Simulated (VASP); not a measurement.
# Ti (Pm) in VASP: single point with r2SCAN

Aim: the single point of Ti with r2SCAN.

All numbers are computed with VASP 6.6.1; they aren't measurements. Logs are shortened: lines on timing, memory, paths and dates and some standing lists are left out, and cuts for length are marked.

### Step 1. The cell of the first run

Symmetry: Pm, No. 6, monoclinic system. The conventional cell has a = 4.568 Å, b = 2.825 Å, c = 4.568 Å, α = 90.00°, β = 120.00°, γ = 90.00°. Within 3.7 Å of Ti (site symmetry m) lie 14 Ti at 2.82 to 3.17 Å. Ti (site symmetry m) has 11 Ti at 2.64 to 3.17 Å within 3.5 Å. Within 3.5 Å of Ti (site symmetry m) lie 11 Ti at 2.64 to 3.16 Å.

### Step 2. Single point, r2SCAN (atom 1 (Ti) moved by (-0.100, -0.200) A along x and y)

Input file POSCAR:

```
Ti
1.0
    4.5680217062      0.0000000000      0.0000000000
   -2.2840108531      3.9560228426      0.0000000000
    0.0000000000      0.0000000000      2.8245629368
Ti
3
Direct
   -0.0471692272     -0.0505558254      0.0000000000
    0.3333333333      0.6666666667      0.5000000000
    0.6666666667      0.3333333333      0.5000000000
```

Input file INCAR.step1:

```
SYSTEM = Ti
ALGO = Normal ; EDIFF = 1E-4
ENCUT = 520 ; GGA = PE
ISMEAR = 0 ; LASPH = .TRUE.
LCHARG = .FALSE. ; LREAL = .FALSE.
LWAVE = .TRUE. ; NBANDS = 25
NELM = 80 ; PREC = Accurate
SIGMA = 0.15
```

Input file INCAR.step2:

```
SYSTEM = Ti
ALGO = Normal ; EDIFF = 1E-6
ENCUT = 520 ; ISIF = 2
ISMEAR = 0 ; ISTART = 1
LASPH = .TRUE. ; LCHARG = .TRUE.
LELF = .TRUE. ; LMIXTAU = .TRUE.
LREAL = .FALSE. ; LVHAR = .TRUE.
LWAVE = .FALSE. ; METAGGA = R2SCAN
NBANDS = 25 ; NELM = 80
PREC = Accurate ; SIGMA = 0.15
```

Input file KPOINTS:

```
k-points
0
G
  12 12 16
  0 0 0
```

Potentials or basis: VASP PAW PBE potentials, release 64 (Ti_sv).

Launch:

```
$ cat potpaw_PBE.64/Ti_sv/POTCAR > POTCAR
$ cp INCAR.step1 INCAR
$ mpirun -np 1 vasp_std > vasp.out
$ cp INCAR.step2 INCAR
$ mpirun -np 1 vasp_std > vasp.out
```

OUTCAR:

```text
SYSTEM = Ti
   EDIFF = 1E-6
   ENCUT = 520
   ISIF = 2
   ISMEAR = 0
   ISTART = 1
   LASPH = .TRUE.
   LREAL = .FALSE.
   METAGGA = R2SCAN
   NELM = 80
   PREC = Accurate

 ion  position               nearest neighbor table
   1  0.953  0.949  0.000-   3 2.82   3 2.82   2 2.83   2 2.83
   2  0.333  0.667  0.500-   3 2.64   3 2.64   3 2.64   1 2.83   1 2.83
   3  0.667  0.333  0.500-   2 2.64   2 2.64   2 2.64   1 2.82   1 2.82

  LATTYP: Found a hexagonal cell.
 ALAT       =     4.5680217062
 C/A-ratio  =     0.6183339569

  Lattice vectors:

 A1 = (   4.5680217062,   0.0000000000,   0.0000000000)
 A2 = (  -2.2840108531,   3.9560228426,   0.0000000000)
 A3 = (   0.0000000000,   0.0000000000,   2.8245629368)

Analysis of symmetry for initial positions (statically):
=====================================================================
 Subroutine PRICEL returns:
 Original cell was already a primitive cell.

 Routine SETGRP: Setting up the symmetry group for a
 hexagonal supercell.

 Subroutine GETGRP returns: Found  2 space group operations
 (whereof  2 operations were pure point group operations)
 out of a pool of 24 trial point group operations.

The static configuration has the point symmetry C_1h.

Analysis of symmetry for dynamics (positions and initial velocities):
=====================================================================
 Subroutine PRICEL returns:
 Original cell was already a primitive cell.

 Routine SETGRP: Setting up the symmetry group for a
 hexagonal supercell.

 Subroutine GETGRP returns: Found  2 space group operations
 (whereof  2 operations were pure point group operations)
 out of a pool of 24 trial point group operations.

The dynamic configuration has the point symmetry C_1h.

 Subroutine INISYM returns: Found  2 space group operations
 (whereof  2 operations are pure point group operations),
 and found     1 'primitive' translations

----------------------------------------------------------------------------------------

                                     Primitive cell

  volume of cell :      51.0432

  direct lattice vectors                    reciprocal lattice vectors
     4.568021706  0.000000000  0.000000000     0.218913145  0.126389563  0.000000000
    -2.284010853  3.956022843  0.000000000     0.000000000  0.252779127  0.000000000
     0.000000000  0.000000000  2.824562937     0.000000000  0.000000000  0.354037075

  length of vectors
     4.568021706  4.568021706  2.824562937     0.252779127  0.252779127  0.354037075

  position of ions in fractional coordinates (direct lattice)
     0.952830773  0.949444175  0.000000000
     0.333333333  0.666666667  0.500000000
     0.666666667  0.333333333  0.500000000

  ion indices of the primitive-cell ions
   primitive index   ion index
                 1           1
                 2           2
                 3           3

----------------------------------------------------------------------------------------

 KPOINTS: k-points

Automatic generation of k-mesh.
 Grid dimensions read from file:
 generate k-points for:   12   12   16

 Generating k-lattice:

  Cartesian coordinates                     Fractional coordinates (reciprocal lattice)
     0.018242762  0.010532464  0.000000000     0.083333333 -0.000000000  0.000000000
     0.000000000  0.021064927  0.000000000     0.000000000  0.083333333  0.000000000
     0.000000000  0.000000000  0.022127317     0.000000000  0.000000000  0.062500000

  Length of vectors
     0.021064927  0.021064927  0.022127317

  Shift w.r.t. Gamma in fractional coordinates (k-lattice)
     0.000000000  0.000000000  0.000000000

 Subroutine IBZKPT returns following result:
 ===========================================

 Found    666 irreducible k-points:

 Following reciprocal coordinates:
            Coordinates               Weight
  0.000000  0.000000  0.000000      1.000000
  0.083333  0.000000  0.000000      2.000000
  0.000000  0.083333  0.000000      2.000000
 -0.083333  0.083333  0.000000      2.000000
  0.166667 -0.000000  0.000000      2.000000
  0.000000  0.166667  0.000000      2.000000
[... 16 lines left out ...]
  0.166667  0.083333  0.000000      2.000000
 -0.083333  0.250000  0.000000      2.000000
 [... further k-points ...]
   k-points           NKPTS =    666   k-points in BZ     NKDIM =    666   number of bands    NBANDS=     25
   number of dos      NEDOS =    301   number of ions     NIONS =      3
   total plane-waves  NPLWV =  31104
   dimension x,y,z NGX =    36 NGY =   36 NGZ =   24
   dimension x,y,z NGXF=    72 NGYF=   72 NGZF=   48
   ions per type =               3
   NGX,Y,Z   is equivalent  to a cutoff of  13.10, 13.10, 14.13 a.u.
   NGXF,Y,Z  is equivalent  to a cutoff of  26.20, 26.20, 28.25 a.u.
 SYSTEM =  Ti
   PREC   = accura    normal or accurate (medium, high low for compatibility)
   ISTART =      1    job   : 0-new  1-cont  2-samecut
   ICHARG =      0    charge: 1-file 2-atom 10-const
   ISPIN  =      1    spin polarized calculation?
   LNONCOLLINEAR =      F non collinear calculations
   LSORBIT =      F    spin-orbit coupling
   LASPH  =      T    aspherical Exc in radial PAW
   ENCUT  =  520.0 eV  38.22 Ry    6.18 a.u.   8.49  8.49  5.25*2*pi/ulx,y,z
   NELM   =     80;   NELMIN=  2; NELMDL=  0     # of ELM steps
   EDIFF  = 0.1E-05   stopping-criterion for ELM
   LREAL  =      F    real-space projection
   EDIFFG = 0.1E-04   stopping-criterion for IOM
   NSW    =      0    number of steps for IOM
   IBRION =     -1    ionic relax: 0-MD 1-quasi-New 2-CG
   NFREE  =      0    steps in history (QN), initial steepest desc. (CG)
   ISIF   =      2    stress and relaxation
   ISYM   =      2    0-nonsym 1-usesym 2-fastsym
   POTIM  = 0.5000    time-step for ionic-motion
   TEBEG  =    0.0;   TEEND  =   0.0 temperature during run
   PSTRESS=    0.0 pullay stress
   NELECT =      36.0000    total number of electrons
   NUPDOWN=      -1.0000    fix difference up-down
   EMIN   =  10.00;   EMAX   =-10.00  energy-range for DOS
   EFERMI =   0.00;   METHOD = LEGACY
   ISMEAR =     0;   SIGMA  =   0.15  broadening in eV -4-tet -1-fermi 0-gaus
   EFERMI_NEDOS =   21; number of points for ismear=-14 and -15
   IALGO  =     38    algorithm
   IMIX   =      4    mixing-type and parameters
     AMIX     =   0.40;   BMIX     =  1.00
     AMIX_MAG =   1.60;   BMIX_MAG =  1.00
  volume/ion in A,a.u.               =      17.01       114.82
  Fermi-wavevector in a.u.,A,eV,Ry     =   1.457235  2.753775 28.892432  2.123534
  Thomas-Fermi vector in A             =   2.574060
   LORBIT       =      0    0 simple, 1 ext, 2 COOP (PROOUT), +10 PAW based schemes
   METAGGA = R2SCAN    functional components
   LHFCALC =     F    Hartree Fock is set to
   AEXX    =    0.0000 exact exchange contribution
   IVDW    =     0    specifies the selected vdW correction
   LEPSILON=     F    determine dielectric tensor
   LRPA    =     F    only Hartree local field effects (RPA)
 non-spin polarized calculation
 Gauss-broadening in eV      SIGMA  =   0.15
  energy-cutoff  :      520.00
  volume of cell :       51.04
 maximum number of plane-waves:      1402
 NGX is ok and might be reduce to    36
   NGX = 17   NGY = 17   NGZ = 11

 number of electron      35.9999992 magnetization

 Free energy of the ion-electron system (eV)
  ---------------------------------------------------
  ext. energy  EPLUGINS =         0.00000000
  ---------------------------------------------------
  free energy    TOTEN  =       -38.81755716 eV

  energy without entropy =      -38.79352034  energy(sigma->0) =      -38.80553875

 E-fermi :   8.4961     XC(G=0): -12.4911

 val. band max:        8.4958949793   @ k =   0.5000  -0.1667  -0.3125
 cond. band min:       8.4983421352   @ k =   0.4167   0.3333   0.0625
 fundamental gap:      0.0024471558
 Fermi energy:         8.4961494771

 k-point     1 :       0.0000    0.0000    0.0000
  band No.  band energies     occupation
      1     -50.6974      2.00000
      2     -50.4951      2.00000
      3     -50.3409      2.00000
      4     -26.0593      2.00000
      5     -26.0534      2.00000
      6     -25.8809      2.00000
[... 17 lines left out ...]
     24      10.1880      0.00000
     25      10.8519      0.00000

 k-point     2 :       0.0833    0.0000    0.0000
  band No.  band energies     occupation
      1     -50.6956      2.00000
      2     -50.4941      2.00000
      3     -50.3438      2.00000
      4     -26.0942      2.00000
      5     -26.0387      2.00000
      6     -25.8906      2.00000
[... 17 lines left out ...]
     24      10.2445      0.00000
     25      10.8169      0.00000

 k-point     3 :       0.0000    0.0833    0.0000
  band No.  band energies     occupation
      1     -50.6956      2.00000
      2     -50.4941      2.00000
      3     -50.3438      2.00000
      4     -26.0902      2.00000
      5     -26.0457      2.00000
      6     -25.8831      2.00000
[... 17 lines left out ...]
     24      10.2173      0.00000
     25      10.8455      0.00000

 k-point     4 :      -0.0833    0.0833    0.0000
  band No.  band energies     occupation
      1     -50.6955      2.00000
      2     -50.4942      2.00000
      3     -50.3438      2.00000
      4     -26.1094      2.00000
      5     -25.9924      2.00000
      6     -25.9390      2.00000
[... 17 lines left out ...]
     24      10.4301      0.00000
     25      10.6247      0.00000
[... 477 lines left out ...]
 k-point    22 :      -0.1667    0.0833    0.0000
  band No.  band energies     occupation
      1     -50.6921      2.00000
      2     -50.4923      2.00000
      3     -50.3494      2.00000
      4     -26.1341      2.00000
      5     -26.0064      2.00000
      6     -25.9118      2.00000
[... 17 lines left out ...]
     24      10.3582      0.00000
     25      10.7646      0.00000

 k-point    23 :       0.1667    0.0833    0.0000
  band No.  band energies     occupation
      1     -50.6869      2.00000
      2     -50.4871      2.00000
      3     -50.3600      2.00000
      4     -26.1323      2.00000
      5     -26.0832      2.00000
      6     -25.8092      2.00000
[... 17 lines left out ...]
     24      10.3518      0.00000
     25      11.2200      0.00000

 k-point    24 :      -0.0833    0.2500    0.0000
  band No.  band energies     occupation
      1     -50.6864      2.00000
      2     -50.4877      2.00000
      3     -50.3599      2.00000
      4     -26.1512      2.00000
      5     -26.0483      2.00000
      6     -25.8424      2.00000
[... 17 lines left out ...]
     24      10.4308      0.00000
     25      11.0758      0.00000

 [... further k-points ...]

------------------------ aborting loop because EDIFF is reached ----------------------------------------

  FORCE on cell =-STRESS in cart. coord.  units (eV):
  Direction    XX          YY          ZZ          XY          YZ          ZX
  --------------------------------------------------------------------------------------
  -------------------------------------------------------------------------------------
  Total        0.6158833      0.8890805      0.1694020      0.1726306      0.0000000      0.0000000
  in kB       19.3317326     27.9070191      5.3172971      5.4186381      0.0000000      0.0000000
  external PRESSURE =      17.5186829 kB  Pullay stress =       0.0000000 kB

 VOLUME and BASIS-vectors are now :
 -----------------------------------------------------------------------------
  energy-cutoff  :      520.00
  volume of cell :       51.04
      direct lattice vectors                 reciprocal lattice vectors
     4.568021706  0.000000000  0.000000000     0.218913145  0.126389563  0.000000000
    -2.284010853  3.956022843  0.000000000     0.000000000  0.252779127  0.000000000
     0.000000000  0.000000000  2.824562937     0.000000000  0.000000000  0.354037075

 POSITION                                       TOTAL-FORCE (eV/Angst)
 -----------------------------------------------------------------------------------
      2.18401      3.75602      0.00000         0.437649      0.881203      0.000000
     -0.00000      2.63735      1.41228        -0.348505     -0.342331      0.000000
      2.28401      1.31867      1.41228        -0.089144     -0.538872      0.000000
 -----------------------------------------------------------------------------------
    total drift:                                0.000144      0.000287      0.000000

  FREE ENERGIE OF THE ION-ELECTRON SYSTEM (eV)
  ---------------------------------------------------
  free  energy   TOTEN  =       -38.8175571597 eV

  energy  without entropy=      -38.7935203410  energy(sigma->0) =      -38.80553875
```

Run time: 59 min. Hardware: 1 thread of Oxide Virtual Turin-like, shared host; peak memory 0.65 GiB.

What came out:

```
Free energy            : -38.8176 eV
Pressure               : 1.8 GPa
Largest force          : 0.984 eV/Å
Band gap on the k mesh : zero (bands 18 and 19 overlap by 0.29 eV)
```

Forces on the atoms (eV/Å):
```
Ti   0.438  0.881  0.000
Ti  -0.349 -0.342  0.000
Ti  -0.089 -0.539  0.000
```

Stress tensor (GPa, compression positive):
```
1.93 0.54 0.00
0.54 2.79 0.00
0.00 0.00 0.53
```

Levels at points of the mesh, in eV from the Fermi level:
| k point | band 16 | band 17 | band 18 | band 19 | band 20 | band 21 |
| --- | --- | --- | --- | --- | --- | --- |
| (0.00, 0.00, 0.00) | -0.89 | -0.70 | -0.67 | 0.05 | 0.95 | 1.44 |
| (0.50, 0.00, 0.00) | -0.75 | -0.50 | -0.17 | 0.32 | 0.73 | 0.99 |
| (0.00, 0.50, 0.00) | -0.74 | -0.54 | -0.16 | 0.35 | 0.74 | 0.98 |
| (0.50, 0.50, 0.00) | -0.70 | -0.41 | -0.18 | 0.17 | 0.58 | 1.05 |
| (0.00, 0.00, 0.50) | -1.95 | -1.77 | -1.72 | 1.14 | 1.16 | 1.36 |
| (0.50, 0.00, 0.50) | -1.28 | -0.87 | -0.68 | 0.53 | 0.88 | 0.97 |
| (0.00, 0.50, 0.50) | -1.26 | -0.87 | -0.68 | 0.55 | 0.88 | 0.95 |
| (0.50, 0.50, 0.50) | -1.41 | -0.86 | -0.65 | 0.42 | 0.93 | 1.05 |

Caveat: the cell differs from its parent crystal (atom 1 (Ti) moved by (-0.100, -0.200) A along x and y); the PAW data sets were made with another functional, which shifts forces and pressure a little.
